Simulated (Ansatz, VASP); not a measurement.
**GeSb4Te4 in VASP and in Ansatz**

```
Ge Sb Te
1.0
    -4.32998    0.00000    0.00000
    -2.16499   -3.74988    0.00000
    -4.87123   -2.81241   17.64861
Ge Sb Te
1 4 4
Direct
  0.53571 0.53571 0.61905
  0.21097 0.21097 0.16315
  0.61045 0.61045 0.07495
  0.35930 0.35930 0.40982
  0.71212 0.71212 0.82828
  0.94066 0.94066 0.52357
  0.13077 0.13077 0.71453
  0.76524 0.76524 0.31302
  0.30619 0.30619 0.92508
```

Alike in both runs: task single point; functional PBE; k mesh 9 × 9 × 2; occupations gaussian, width 0.03 eV; no spin polarisation.

|  | VASP | Ansatz |
| --- | --- | --- |
| version | VASP 6.6.1 | Ansatz 0.2.0 |
| potentials or method | VASP PAW PBE potentials, release 64 (Ge_d, Sb, Te), cutoff 520 eV | scalar-relativistic, plane waves, PAW |
| valence electrons in the cell | 58 | 138 |

|  | VASP | Ansatz | Ansatz less VASP |
| --- | --- | --- | --- |
| gap on the k mesh at the Fermi level (eV) | 0.12 | 0.13 | +0.005 |
| least direct gap on the mesh (eV) | 0.14 | 0.14 | -0.004 |
| pressure (GPa) | 0.3 | 0.3 | 0.00 |
| traceless stress, the component that is largest in VASP (GPa) | 0.67 | 0.67 | +0.001 |
| rms of the force components (eV/Å) | 0.093 | 0.093 | -0.0004 |

Atom by atom the forces differ by 0.017 eV/Å (rms over components). VASP's potentials hold 58 valence electrons a cell and Ansatz's 138, so a difference there can come from the potentials and not from the codes.

Neither program's run includes spin-orbit coupling.
